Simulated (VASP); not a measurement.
# TiN in VASP: single point with r2SCAN

Aim: the single point of TiN with r2SCAN.

Program: VASP 6.6.1. These are calculated values, not measurements. Logs are shortened: lines on timing, memory, paths and dates and some standing lists are left out, and cuts for length are marked.

**1. The cell of the first run**

The cell holds a slab with vacuum, 12 atoms: a = 2.997 Å, b = 2.997 Å, c = 26.595 Å, α = 90.00°, β = 90.00°, γ = 90.00°.

**2. Single point, r2SCAN**

Contents of POSCAR:

```
TiN
1.0
    2.9967185387      0.0000000000      0.0000000000
    0.0000000000      2.9967185387      0.0000000000
    0.0000000000      0.0000000000     26.5950000000
Ti N
6 6
Direct
    0.0000000000      0.0000000000      0.3008084226
    0.5000000000      0.5000000000      0.3804850536
    1.0000000000      0.0000000000      0.4601616845
    0.5000000000      0.5000000000      0.5398383155
    1.0000000000      0.0000000000      0.6195149464
    0.5000000000      0.5000000000      0.6991915774
    0.5000000000      0.5000000000      0.3008084226
    1.0000000000      0.0000000000      0.3804850536
    0.5000000000      0.5000000000      0.4601616845
    1.0000000000      0.0000000000      0.5398383155
    0.5000000000      0.5000000000      0.6195149464
    0.0000000000      0.0000000000      0.6991915774
```

Contents of INCAR.step1:

```
ALGO = Normal
DIPOL = 0.5 0.5 0.500
EDIFF = 1E-4
ENCUT = 520
GGA = PE
IDIPOL = 3
ISMEAR = 1
LASPH = T
LCHARG = F
LDIPOL = T
LREAL = F
LWAVE = T
NBANDS = 63
NELM = 100
PREC = Accurate
SIGMA = 0.1
```

Contents of INCAR.step2:

```
ALGO = Normal
DIPOL = 0.5 0.5 0.500
EDIFF = 1E-7
ENCUT = 520
IDIPOL = 3
ISIF = 2
ISMEAR = 1
ISTART = 1
LASPH = T
LCHARG = F
LDIPOL = T
LMIXTAU = T
LREAL = F
LWAVE = F
METAGGA = R2SCAN
NBANDS = 63
NELM = 100
PREC = Accurate
SIGMA = 0.1
```

Contents of KPOINTS:

```
k-points
0
Gamma
  6 6 1
```

Potentials or basis: VASP PAW PBE potentials, release 64 (Ti_sv, N).

The run is started by

```console
$ cat potpaw_PBE.64/Ti_sv/POTCAR potpaw_PBE.64/N/POTCAR > POTCAR
$ cp INCAR.step1 INCAR
$ mpirun -np 1 vasp_std > vasp.out
$ cp INCAR.step2 INCAR
$ mpirun -np 1 vasp_std > vasp.out
```

OUTCAR:

```text
EDIFF = 1E-7
   ENCUT = 520
   ISIF = 2
   ISMEAR = 1
   ISTART = 1
   LASPH = T
   LREAL = F
   METAGGA = R2SCAN
   NELM = 100
   PREC = Accurate

 ion  position               nearest neighbor table
   1  0.000  0.000  0.301-   7 2.12   7 2.12   7 2.12   7 2.12   8 2.12
   2  0.500  0.500  0.380-   9 2.12   8 2.12   8 2.12   8 2.12   8 2.12   7 2.12
   3  0.000  0.000  0.460-   8 2.12   9 2.12   9 2.12   9 2.12   9 2.12  10 2.12
   4  0.500  0.500  0.540-  11 2.12  10 2.12  10 2.12  10 2.12  10 2.12   9 2.12
   5  0.000  0.000  0.620-  10 2.12  11 2.12  11 2.12  11 2.12  11 2.12  12 2.12
   6  0.500  0.500  0.699-  12 2.12  12 2.12  12 2.12  12 2.12  11 2.12
   7  0.500  0.500  0.301-   1 2.12   1 2.12   1 2.12   1 2.12   2 2.12
   8  0.000  0.000  0.380-   3 2.12   2 2.12   2 2.12   2 2.12   2 2.12   1 2.12
   9  0.500  0.500  0.460-   2 2.12   3 2.12   3 2.12   3 2.12   3 2.12   4 2.12
  10  0.000  0.000  0.540-   5 2.12   4 2.12   4 2.12   4 2.12   4 2.12   3 2.12
  11  0.500  0.500  0.620-   4 2.12   5 2.12   5 2.12   5 2.12   5 2.12   6 2.12
  12  0.000  0.000  0.699-   6 2.12   6 2.12   6 2.12   6 2.12   5 2.12

  LATTYP: Found a simple tetragonal cell.
 ALAT       =     2.9967185387
 C/A-ratio  =     8.8747073362

  Lattice vectors:

 A1 = (   2.9967185387,   0.0000000000,   0.0000000000)
 A2 = (   0.0000000000,   2.9967185387,   0.0000000000)
 A3 = (   0.0000000000,   0.0000000000,  26.5950000000)

Analysis of symmetry for initial positions (statically):
=====================================================================
 Subroutine PRICEL returns:
 Original cell was already a primitive cell.

 Routine SETGRP: Setting up the symmetry group for a
 simple tetragonal supercell.

 Subroutine GETGRP returns: Found 16 space group operations
 (whereof  8 operations were pure point group operations)
 out of a pool of 16 trial point group operations.

The static configuration has the point symmetry C_4v.
 The point group associated with its full space group is D_4h.

Analysis of symmetry for dynamics (positions and initial velocities):
=====================================================================
 Subroutine PRICEL returns:
 Original cell was already a primitive cell.

 Routine SETGRP: Setting up the symmetry group for a
 simple tetragonal supercell.

 Subroutine GETGRP returns: Found 16 space group operations
 (whereof  8 operations were pure point group operations)
 out of a pool of 16 trial point group operations.

The dynamic configuration has the point symmetry C_4v.
 The point group associated with its full space group is D_4h.

 Subroutine INISYM returns: Found 16 space group operations
 (whereof  8 operations are pure point group operations),
 and found     1 'primitive' translations

----------------------------------------------------------------------------------------

                                     Primitive cell

  volume of cell :     238.8317

  direct lattice vectors                    reciprocal lattice vectors
     2.996718539  0.000000000  0.000000000     0.333698339  0.000000000  0.000000000
     0.000000000  2.996718539  0.000000000     0.000000000  0.333698339  0.000000000
     0.000000000  0.000000000 26.595000000     0.000000000  0.000000000  0.037601053

  length of vectors
     2.996718539  2.996718539 26.595000000     0.333698339  0.333698339  0.037601053

  position of ions in fractional coordinates (direct lattice)
     0.000000000  0.000000000  0.300808423
     0.500000000  0.500000000  0.380485054
     0.000000000  0.000000000  0.460161685
     0.500000000  0.500000000  0.539838315
     0.000000000  0.000000000  0.619514946
     0.500000000  0.500000000  0.699191577
     0.500000000  0.500000000  0.300808423
     0.000000000  0.000000000  0.380485054
     0.500000000  0.500000000  0.460161685
     0.000000000  0.000000000  0.539838315
     0.500000000  0.500000000  0.619514946
     0.000000000  0.000000000  0.699191577

  ion indices of the primitive-cell ions
   primitive index   ion index
                 1           1
                 2           2
                 3           3
                 4           4
                 5           5
                 6           6
                 7           7
                 8           8
                 9           9
                10          10
                11          11
                12          12

----------------------------------------------------------------------------------------

 KPOINTS: k-points

Automatic generation of k-mesh.
 Grid dimensions read from file:
 generate k-points for:    6    6    1

 Generating k-lattice:

  Cartesian coordinates                     Fractional coordinates (reciprocal lattice)
     0.055616390  0.000000000  0.000000000     0.166666667  0.000000000  0.000000000
     0.000000000  0.055616390  0.000000000     0.000000000  0.166666667  0.000000000
     0.000000000  0.000000000  0.037601053     0.000000000  0.000000000  1.000000000

  Length of vectors
     0.055616390  0.055616390  0.037601053

  Shift w.r.t. Gamma in fractional coordinates (k-lattice)
     0.000000000  0.000000000  0.000000000

 Subroutine IBZKPT returns following result:
 ===========================================

 Found     10 irreducible k-points:

 Following reciprocal coordinates:
            Coordinates               Weight
  0.000000  0.000000  0.000000      1.000000
  0.166667  0.000000  0.000000      4.000000
  0.333333  0.000000  0.000000      4.000000
  0.500000  0.000000  0.000000      2.000000
  0.166667  0.166667  0.000000      4.000000
  0.333333  0.166667  0.000000      8.000000
  0.500000  0.166667  0.000000      4.000000
  0.333333  0.333333  0.000000      4.000000
  0.500000  0.333333  0.000000      4.000000
  0.500000  0.500000  0.000000      1.000000
   k-points           NKPTS =     10   k-points in BZ     NKDIM =     10   number of bands    NBANDS=     63
   number of dos      NEDOS =    301   number of ions     NIONS =     12
   total plane-waves  NPLWV = 115200
   dimension x,y,z NGX =    24 NGY =   24 NGZ =  200
   dimension x,y,z NGXF=    48 NGYF=   48 NGZF=  400
   ions per type =               6   6
   NGX,Y,Z   is equivalent  to a cutoff of  13.31, 13.31, 12.50 a.u.
   NGXF,Y,Z  is equivalent  to a cutoff of  26.63, 26.63, 25.00 a.u.
 SYSTEM =  unknown system
   PREC   = accura    normal or accurate (medium, high low for compatibility)
   ISTART =      1    job   : 0-new  1-cont  2-samecut
   ICHARG =      0    charge: 1-file 2-atom 10-const
   ISPIN  =      1    spin polarized calculation?
   LNONCOLLINEAR =      F non collinear calculations
   LSORBIT =      F    spin-orbit coupling
   LASPH  =      T    aspherical Exc in radial PAW
   ENCUT  =  520.0 eV  38.22 Ry    6.18 a.u.   5.57  5.57 49.45*2*pi/ulx,y,z
   NELM   =    100;   NELMIN=  2; NELMDL=  0     # of ELM steps
   EDIFF  = 0.1E-06   stopping-criterion for ELM
   LREAL  =      F    real-space projection
   EDIFFG = 0.1E-05   stopping-criterion for IOM
   NSW    =      0    number of steps for IOM
   IBRION =     -1    ionic relax: 0-MD 1-quasi-New 2-CG
   NFREE  =      0    steps in history (QN), initial steepest desc. (CG)
   ISIF   =      2    stress and relaxation
   ISYM   =      2    0-nonsym 1-usesym 2-fastsym
   POTIM  = 0.5000    time-step for ionic-motion
   TEBEG  =    0.0;   TEEND  =   0.0 temperature during run
   PSTRESS=    0.0 pullay stress
   NELECT =     102.0000    total number of electrons
   NUPDOWN=      -1.0000    fix difference up-down
   EMIN   =  10.00;   EMAX   =-10.00  energy-range for DOS
   EFERMI =   0.00;   METHOD = LEGACY
   ISMEAR =     1;   SIGMA  =   0.10  broadening in eV -4-tet -1-fermi 0-gaus
   EFERMI_NEDOS =   21; number of points for ismear=-14 and -15
   IALGO  =     38    algorithm
   IMIX   =      4    mixing-type and parameters
     AMIX     =   0.40;   BMIX     =  1.00
     AMIX_MAG =   1.60;   BMIX_MAG =  1.00
  volume/ion in A,a.u.               =      19.90       134.31
  Fermi-wavevector in a.u.,A,eV,Ry     =   1.232852  2.329752 20.679820  1.519924
  Thomas-Fermi vector in A             =   2.367606
   LORBIT       =      0    0 simple, 1 ext, 2 COOP (PROOUT), +10 PAW based schemes
   METAGGA = R2SCAN    functional components
   LHFCALC =     F    Hartree Fock is set to
   AEXX    =    0.0000 exact exchange contribution
   IVDW    =     0    specifies the selected vdW correction
   LEPSILON=     F    determine dielectric tensor
   LRPA    =     F    only Hartree local field effects (RPA)
 non-spin polarized calculation
 Methfessel and Paxton  Order N= 1 SIGMA  =   0.10
  energy-cutoff  :      520.00
  volume of cell :      238.83
 maximum number of plane-waves:      6471
 NGX is ok and might be reduce to    24
   NGX = 11   NGY = 11   NGZ = 99

 number of electron     101.9999980 magnetization

 dipolmoment           0.000000      0.000000      0.000000 electrons x Angstroem

 Free energy of the ion-electron system (eV)
  ---------------------------------------------------
  ext. energy  EPLUGINS =         0.00000000
  ---------------------------------------------------
  free energy    TOTEN  =      -154.10239998 eV

  energy without entropy =     -154.10285292  energy(sigma->0) =     -154.10255096

 E-fermi :   4.3477     XC(G=0):  -7.3577

 val. band max:        4.3134362689   @ k =   0.5000   0.5000   0.0000
 cond. band min:       4.3934531603   @ k =   0.1667   0.0000   0.0000
 fundamental gap:      0.0800168914
 Fermi energy:         4.3477226097

 k-point     1 :       0.0000    0.0000    0.0000
  band No.  band energies     occupation
      1     -56.0623      2.00000
      2     -56.0623      2.00000
      3     -55.9378      2.00000
      4     -55.8809      2.00000
      5     -55.8121      2.00000
      6     -55.8035      2.00000
[... 649 lines left out ...]
     62       6.7470      0.00000
     63       6.8564      0.00000

------------------------ aborting loop because EDIFF is reached ----------------------------------------

 vacuum level on the upper side and lower side of the slab       (xc-potential included)        -0.090        -0.090

  FORCE on cell =-STRESS in cart. coord.  units (eV):
  Direction    XX          YY          ZZ          XY          YZ          ZX
  --------------------------------------------------------------------------------------
  -------------------------------------------------------------------------------------
  Total       -4.5698709     -4.5698709     -4.5723467      0.0000000      0.0000000     -0.0000000
  in kB      -30.6565029    -30.6565029    -30.6731115      0.0000000      0.0000000     -0.0000000
  external PRESSURE =     -30.6620391 kB  Pullay stress =       0.0000000 kB

 VOLUME and BASIS-vectors are now :
 -----------------------------------------------------------------------------
  energy-cutoff  :      520.00
  volume of cell :      238.83
      direct lattice vectors                 reciprocal lattice vectors
     2.996718539  0.000000000  0.000000000     0.333698339  0.000000000  0.000000000
     0.000000000  2.996718539  0.000000000     0.000000000  0.333698339  0.000000000
     0.000000000  0.000000000 26.595000000     0.000000000  0.000000000  0.037601053

 POSITION                                       TOTAL-FORCE (eV/Angst)
 -----------------------------------------------------------------------------------
      0.00000      0.00000      8.00000        -0.000000      0.000000      2.115920
      1.49836      1.49836     10.11900         0.000000     -0.000000      0.144163
      0.00000      0.00000     12.23800        -0.000000      0.000000     -0.244835
      1.49836      1.49836     14.35700        -0.000000     -0.000000      0.244835
      0.00000      0.00000     16.47600        -0.000000      0.000000     -0.144163
      1.49836      1.49836     18.59500        -0.000000      0.000000     -2.115920
      1.49836      1.49836      8.00000         0.000000      0.000000     -1.265145
      0.00000      0.00000     10.11900        -0.000000      0.000000     -0.852502
      1.49836      1.49836     12.23800        -0.000000      0.000000      0.150940
      0.00000      0.00000     14.35700        -0.000000     -0.000000     -0.150940
      1.49836      1.49836     16.47600        -0.000000     -0.000000      0.852502
      0.00000      0.00000     18.59500        -0.000000     -0.000000      1.265145
 -----------------------------------------------------------------------------------
    total drift:                                0.000000     -0.000000      0.000000

  FREE ENERGIE OF THE ION-ELECTRON SYSTEM (eV)
  ---------------------------------------------------
  free  energy   TOTEN  =      -154.1023999769 eV

  energy  without entropy=     -154.1028529159  energy(sigma->0) =     -154.10255096

 vacuum level on the upper side and lower side of the slab         6.661         6.661
```

It took 26 min on 1 thread of Intel Xeon Platinum 8259CL at 2.50GHz (Skylake/Cascade Lake), shared host; peak memory 0.44 GiB.

Results:

| Property | Result |
| --- | --- |
| Free energy | -154.1024 eV |
| Largest force | 2.116 eV/Å |
| Band gap on the k mesh | zero (bands 51 and 52 overlap by 2.64 eV) |

Forces on the atoms (eV/Å):
```
Ti   0.000  0.000  2.116
Ti   0.000  0.000  0.144
Ti   0.000  0.000 -0.245
Ti   0.000  0.000  0.245
Ti   0.000  0.000 -0.144
Ti   0.000  0.000 -2.116
N    0.000  0.000 -1.265
N    0.000  0.000 -0.853
N    0.000  0.000  0.151
N    0.000  0.000 -0.151
N    0.000  0.000  0.853
N    0.000  0.000  1.265
```

Caveat: the PAW data sets were made with another functional, which shifts forces and pressure a little.

The gap in the log of VASP goes by the Fermi energy; the results here count the filled bands.